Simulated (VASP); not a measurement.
# SbW7S16 (a cell with a defect) (Tungstenite) in VASP: notebook

SbW7S16 (a cell with a defect) (Tungstenite) is run at these levels: PBE, r2SCAN; tasks: electric field gradients.

All numbers are computed with VASP 6.6.1; they aren't measurements. Logs are shortened: lines on timing, memory, paths and dates and some standing lists are left out, and cuts for length are marked.

## 1. The cell of the first run

The cell holds a defect, 24 atoms: a = 6.360 Å, b = 6.360 Å, c = 12.500 Å, α = 90.00°, β = 90.00°, γ = 120.00°.

## 2. Electric field gradients, PBE

Contents of INCAR:

```
SYSTEM = SbW7S16
PREC = Accurate ; ENCUT = 520
EDIFF = 1E-8 ; ISMEAR = -1
SIGMA = 0.01 ; LREAL = Auto
LASPH = .True. ; NELM = 100
ALGO = Normal ; ISIF = 2
LWAVE = .False. ; LCHARG = .False.
GGA = PE ; LEFG = .True.
NELECT = 200.0 ; NBANDS = 118
```

Contents of KPOINTS:

```
Automatic mesh
0
Gamma
  4 4 2
  0 0 0
```

Contents of POSCAR:

```
SbW7S16
1.0
    6.3600000000      0.0000000000      0.0000000000
   -3.1800000000      5.5079215680      0.0000000000
    0.0000000000      0.0000000000     12.5000000000
Sb W S
1 7 16
Direct
    0.1666666666      0.3333333334      0.2500000000
    0.1666666666      0.8333333334      0.2500000000
    0.6666666666      0.3333333334      0.2500000000
    0.6666666666      0.8333333334      0.2500000000
    0.3333333334      0.1666666666      0.7500000000
    0.3333333334      0.6666666666      0.7500000000
    0.8333333334      0.1666666666      0.7500000000
    0.8333333334      0.6666666666      0.7500000000
    0.1666666666      0.3333333334      0.6250000000
    0.1666666666      0.8333333334      0.6250000000
    0.6666666666      0.3333333334      0.6250000000
    0.6666666666      0.8333333334      0.6250000000
    0.3333333334      0.1666666666      0.1250000000
    0.3333333334      0.6666666666      0.1250000000
    0.8333333334      0.1666666666      0.1250000000
    0.8333333334      0.6666666666      0.1250000000
    0.1666666666      0.3333333334      0.8750000000
    0.1666666666      0.8333333334      0.8750000000
    0.6666666666      0.3333333334      0.8750000000
    0.6666666666      0.8333333334      0.8750000000
    0.3333333334      0.1666666666      0.3750000000
    0.3333333334      0.6666666666      0.3750000000
    0.8333333334      0.1666666666      0.3750000000
    0.8333333334      0.6666666666      0.3750000000
```

Potentials or basis: VASP PAW PBE potentials, release 64 (Sb, W_sv, S).

Launch:

```
cat potpaw_PBE.64/Sb/POTCAR potpaw_PBE.64/W_sv/POTCAR potpaw_PBE.64/S/POTCAR > POTCAR
mpirun -np 1 vasp_std > vasp.out
```

OUTCAR:

```text
SYSTEM = SbW7S16
   PREC = Accurate
   ENCUT = 520
   EDIFF = 1E-8
   ISMEAR = -1
   LREAL = Auto
   LASPH = .True.
   NELM = 100
   ISIF = 2
   GGA = PE
   NELECT = 200.0

 ion  position               nearest neighbor table
   1  0.167  0.333  0.250-  14 2.41  22 2.41  15 2.41  23 2.41  13 2.41  21 2.41   2 3.18   4 3.18
                             2 3.18   4 3.18   3 3.18   3 3.18
   2  0.167  0.833  0.250-  13 2.41  21 2.41  16 2.41  24 2.41  22 2.41  14 2.41   1 3.18   3 3.18
                             1 3.18   3 3.18   4 3.18   4 3.18
   3  0.667  0.333  0.250-  16 2.41  24 2.41  21 2.41  13 2.41  23 2.41  15 2.41   2 3.18   4 3.18
                             4 3.18   2 3.18   1 3.18   1 3.18
   4  0.667  0.833  0.250-  15 2.41  23 2.41  22 2.41  14 2.41  16 2.41  24 2.41   1 3.18   3 3.18
                             3 3.18   1 3.18   2 3.18   2 3.18
   5  0.333  0.167  0.750-  10 2.41  18 2.41  11 2.41  19 2.41   9 2.41  17 2.41   6 3.18   8 3.18
                             6 3.18   8 3.18   7 3.18   7 3.18
   6  0.333  0.667  0.750-   9 2.41  17 2.41  12 2.41  20 2.41  18 2.41  10 2.41   5 3.18   7 3.18
                             5 3.18   7 3.18   8 3.18   8 3.18
   7  0.833  0.167  0.750-  12 2.41  20 2.41  17 2.41   9 2.41  19 2.41  11 2.41   6 3.18   8 3.18
                             8 3.18   6 3.18   5 3.18   5 3.18
   8  0.833  0.667  0.750-  11 2.41  19 2.41  18 2.41  10 2.41  12 2.41  20 2.41   5 3.18   7 3.18
                             7 3.18   5 3.18   6 3.18   6 3.18
   9  0.167  0.333  0.625-   6 2.41   7 2.41   5 2.41
  10  0.167  0.833  0.625-   5 2.41   8 2.41   6 2.41
  11  0.667  0.333  0.625-   8 2.41   5 2.41   7 2.41
  12  0.667  0.833  0.625-   7 2.41   6 2.41   8 2.41
  13  0.333  0.167  0.125-   2 2.41   3 2.41   1 2.41
  14  0.333  0.667  0.125-   1 2.41   4 2.41   2 2.41
[... 8 lines left out ...]
  23  0.833  0.167  0.375-   4 2.41   1 2.41   3 2.41
  24  0.833  0.667  0.375-   3 2.41   2 2.41   4 2.41

  LATTYP: Found a hexagonal cell.
 ALAT       =     6.3600000000
 C/A-ratio  =     1.9654088050

  Lattice vectors:

 A1 = (   6.3600000000,   0.0000000000,   0.0000000000)
 A2 = (  -3.1800000000,   5.5079215680,   0.0000000000)
 A3 = (   0.0000000000,   0.0000000000,  12.5000000000)

Analysis of symmetry for initial positions (statically):
=====================================================================
 Subroutine PRICEL returns:
 Original cell was already a primitive cell.

 Routine SETGRP: Setting up the symmetry group for a
 hexagonal supercell.

 Subroutine GETGRP returns: Found 12 space group operations
 (whereof  2 operations were pure point group operations)
 out of a pool of 24 trial point group operations.

The static configuration has the point symmetry C_1h.
 The point group associated with its full space group is D_3h.

Analysis of symmetry for dynamics (positions and initial velocities):
=====================================================================
 Subroutine PRICEL returns:
 Original cell was already a primitive cell.

 Routine SETGRP: Setting up the symmetry group for a
 hexagonal supercell.

 Subroutine GETGRP returns: Found 12 space group operations
 (whereof  2 operations were pure point group operations)
 out of a pool of 24 trial point group operations.

The dynamic configuration has the point symmetry C_1h.
 The point group associated with its full space group is D_3h.

 Subroutine INISYM returns: Found 12 space group operations
 (whereof  2 operations are pure point group operations),
 and found     1 'primitive' translations

----------------------------------------------------------------------------------------

                                     Primitive cell

  volume of cell :     437.8798

  direct lattice vectors                    reciprocal lattice vectors
     6.360000000  0.000000000  0.000000000     0.157232704  0.090778344  0.000000000
[... 119 lines left out ...]
   ISIF   =      2    stress and relaxation
   ISYM   =      2    0-nonsym 1-usesym 2-fastsym
   POTIM  = 0.5000    time-step for ionic-motion
   TEBEG  =    0.0;   TEEND  =   0.0 temperature during run
   PSTRESS=    0.0 pullay stress
   NELECT =     200.0000    total number of electrons
   NUPDOWN=      -1.0000    fix difference up-down
   EMIN   =  10.00;   EMAX   =-10.00  energy-range for DOS
   EFERMI =   0.00;   METHOD = LEGACY
   ISMEAR =    -1;   SIGMA  =   0.01  broadening in eV -4-tet -1-fermi 0-gaus
   EFERMI_NEDOS =   21; number of points for ismear=-14 and -15
   IALGO  =     38    algorithm
   IMIX   =      4    mixing-type and parameters
     AMIX     =   0.40;   BMIX     =  1.00
     AMIX_MAG =   1.60;   BMIX_MAG =  1.00
  volume/ion in A,a.u.               =      18.24       123.12
  Fermi-wavevector in a.u.,A,eV,Ry     =   1.260762  2.382495 21.626753  1.589522
  Thomas-Fermi vector in A             =   2.394256
   LORBIT       =      0    0 simple, 1 ext, 2 COOP (PROOUT), +10 PAW based schemes
   GGA     = PE    functional components
   LHFCALC =     F    Hartree Fock is set to
   AEXX    =    0.0000 exact exchange contribution
   IVDW    =     0    specifies the selected vdW correction
   LEPSILON=     F    determine dielectric tensor
   LRPA    =     F    only Hartree local field effects (RPA)
 non-spin polarized calculation
  energy-cutoff  :      520.00
  volume of cell :      437.88
 maximum number of plane-waves:     11806
 NGX is ok and might be reduce to    48
   NGX = 23   NGY = 23   NGZ = 47

 number of electron     200.0000026 magnetization

 Free energy of the ion-electron system (eV)
  ---------------------------------------------------
  ext. energy  EPLUGINS =         0.00000000
  ---------------------------------------------------
  free energy    TOTEN  =      -166.37692648 eV

  energy without entropy =     -166.37692648  energy(sigma->0) =     -166.37692648

 E-fermi :   8.0159     XC(G=0): -10.7799

 val. band max:        7.8263971337   @ k =   0.2500   0.2500   0.5000
 cond. band min:       8.2106634173   @ k =   0.2500   0.2500   0.0000
 fundamental gap:      0.3842662836
 Fermi energy:         8.0159440684

 k-point     1 :       0.0000    0.0000    0.0000
  band No.  band energies     occupation
      1     -67.8543      2.00000
      2     -67.8391      2.00000
      3     -67.8391      2.00000
      4     -67.8301      2.00000
      5     -66.4439      2.00000
      6     -66.4311      2.00000
[... 909 lines left out ...]
    111       9.3788      0.00000
    112       9.5469      0.00000
 [bands above 112 left out]

------------------------ aborting loop because EDIFF is reached ----------------------------------------

  FORCE on cell =-STRESS in cart. coord.  units (eV):
  Direction    XX          YY          ZZ          XY          YZ          ZX
  --------------------------------------------------------------------------------------
  -------------------------------------------------------------------------------------
  Total       35.3297363     35.3297363     26.8415402      0.0000000     -0.0000000      0.0000000
  in kB      129.2695097    129.2695097     98.2116797      0.0000000     -0.0000000      0.0000000
  external PRESSURE =     118.9168997 kB  Pullay stress =       0.0000000 kB

 VOLUME and BASIS-vectors are now :
 -----------------------------------------------------------------------------
  energy-cutoff  :      520.00
  volume of cell :      437.88
      direct lattice vectors                 reciprocal lattice vectors
     6.360000000  0.000000000  0.000000000     0.157232704  0.090778344  0.000000000
    -3.180000000  5.507921568  0.000000000     0.000000000  0.181556688  0.000000000
     0.000000000  0.000000000 12.500000000     0.000000000  0.000000000  0.080000000

 POSITION                                       TOTAL-FORCE (eV/Angst)
 -----------------------------------------------------------------------------------
     -0.00000      1.83597      3.12500        -0.000000      0.000000      0.000000
     -1.59000      4.58993      3.12500        -0.090992     -0.052534     -0.000000
      3.18000      1.83597      3.12500        -0.000000      0.105068      0.000000
      1.59000      4.58993      3.12500         0.090992     -0.052534      0.000000
      1.59000      0.91799      9.37500         0.015771     -0.009105      0.000000
      0.00000      3.67195      9.37500        -0.000000      0.018210      0.000000
[... 16 lines left out ...]
      4.77000      0.91799      4.68750        -1.118939     -0.646020      0.856894
      3.18000      3.67195      4.68750        -0.000000      0.000000     -0.197411
 -----------------------------------------------------------------------------------
    total drift:                               -0.000001      0.000001      0.000000

  FREE ENERGIE OF THE ION-ELECTRON SYSTEM (eV)
  ---------------------------------------------------
  free  energy   TOTEN  =      -166.3769264819 eV

  energy  without entropy=     -166.3769264810  energy(sigma->0) =     -166.37692648

 Electric field gradients (V/A^2)
---------------------------------------------------------------------
 ion       V_xx      V_yy      V_zz      V_xy      V_xz      V_yz
---------------------------------------------------------------------
   1      32.916    32.915   -65.831    -0.001     0.000    -0.000
   2      93.860    30.589  -124.449    54.795    -0.000     0.000
   3      -1.047   125.496  -124.449     0.000    -0.000     0.000
   4      93.860    30.589  -124.449   -54.795    -0.000     0.000
   5      80.158    79.481  -159.639    -0.587     0.000    -0.000
   6      79.142    80.497  -159.639     0.000     0.000    -0.000
[... 16 lines left out ...]
  23      -0.658    11.113   -10.455   -10.192   -11.444    -6.607
  24      20.124    20.125   -40.249     0.001    -0.000     0.000
---------------------------------------------------------------------

 Electric field gradients after diagonalization (V/A^2)
 (convention: |V_zz| > |V_xx| > |V_yy|)
----------------------------------------------------------------------
 ion       V_xx      V_yy      V_zz     asymmetry (V_yy - V_xx)/ V_zz
----------------------------------------------------------------------
   1      32.916    32.915   -65.831       0.000
   2    -124.449    -1.047   125.496       0.983
   3    -124.449    -1.047   125.496       0.983
   4    -124.449    -1.047   125.496       0.983
   5      80.497    79.142  -159.639       0.008
   6      80.497    79.142  -159.639       0.008
[... 16 lines left out ...]
  23      16.997     4.860   -21.857       0.555
  24      20.125    20.124   -40.249       0.000
----------------------------------------------------------------------

           NMR quadrupolar parameters

 Cq : quadrupolar parameter    Cq=e*Q*V_zz/h
 eta: asymmetry parameters     (V_yy - V_xx)/ V_zz
 Q  : nuclear electric quadrupole moment in mb (millibarn)
----------------------------------------------------------------------
 ion       Cq(MHz)       eta       Q (mb)
----------------------------------------------------------------------
   1      -0.159       0.000       1.000
   2       0.303       0.983       1.000
   3       0.303       0.983       1.000
   4       0.303       0.983       1.000
   5      -0.386       0.008       1.000
   6      -0.386       0.008       1.000
[... 16 lines left out ...]
  23      -0.053       0.555       1.000
  24      -0.097       0.000       1.000
----------------------------------------------------------------------
```

Run time: 10 min. Hardware: 1 thread of Intel Xeon Platinum 8375C at 2.90GHz (Ice Lake), shared host; peak memory 0.64 GiB.

Results:

```yaml
Free_energy: -166.3769 eV
Largest_force: 1.550 eV/Å
```

Forces in eV/Å, atoms in the order of the input:
```
Sb   0.000  0.000  0.000
W   -0.091 -0.053  0.000
W    0.000  0.105  0.000
W    0.091 -0.053  0.000
W    0.016 -0.009  0.000
W    0.000  0.018  0.000
W   -0.016 -0.009  0.000
W    0.000  0.000  0.000
S    0.000  0.000 -0.191
S    0.019  0.011 -0.239
S    0.000 -0.022 -0.239
S   -0.019  0.011 -0.239
S    1.119 -0.646 -0.857
S    0.000  1.292 -0.857
S   -1.119 -0.646 -0.857
S    0.000  0.000  0.197
S    0.000  0.000  0.191
S    0.019  0.011  0.239
S    0.000 -0.022  0.239
S   -0.019  0.011  0.239
S    1.119 -0.646  0.857
S    0.000  1.292  0.857
S   -1.119 -0.646  0.857
S    0.000  0.000 -0.197
```

Electric field gradients, principal values (V/Å²):
```csv
atom,least,middle,greatest (by size)
1 Sb,32.915,32.916,-65.831
2 W,-1.047,-124.449,125.496
3 W,-1.047,-124.449,125.496
4 W,-1.047,-124.449,125.496
5 W,79.142,80.497,-159.639
6 W,79.142,80.497,-159.639
7 W,79.142,80.497,-159.639
8 W,78.504,78.504,-157.008
9 S,24.208,24.209,-48.418
10 S,23.393,23.470,-46.863
11 S,23.393,23.470,-46.863
12 S,23.394,23.469,-46.863
13 S,4.860,16.998,-21.858
14 S,4.860,16.997,-21.857
15 S,4.860,16.997,-21.857
16 S,20.124,20.125,-40.249
17 S,24.208,24.209,-48.418
18 S,23.393,23.470,-46.863
19 S,23.393,23.470,-46.863
20 S,23.394,23.469,-46.863
21 S,4.860,16.998,-21.858
22 S,4.860,16.997,-21.857
23 S,4.860,16.997,-21.857
24 S,20.124,20.125,-40.249
```

Caveat: the cell carries a net charge on a neutralising background, which shifts energy and pressure; the cell is charged against a uniform background, so pressure and absolute levels hang on convention; without QUAD_EFG the Cq values of the log hold for a quadrupole moment of 1 mb, not for the nuclei; spin-orbit coupling is left out, which moves the levels of the heavy elements.

(Continued in part 2 of 2.)
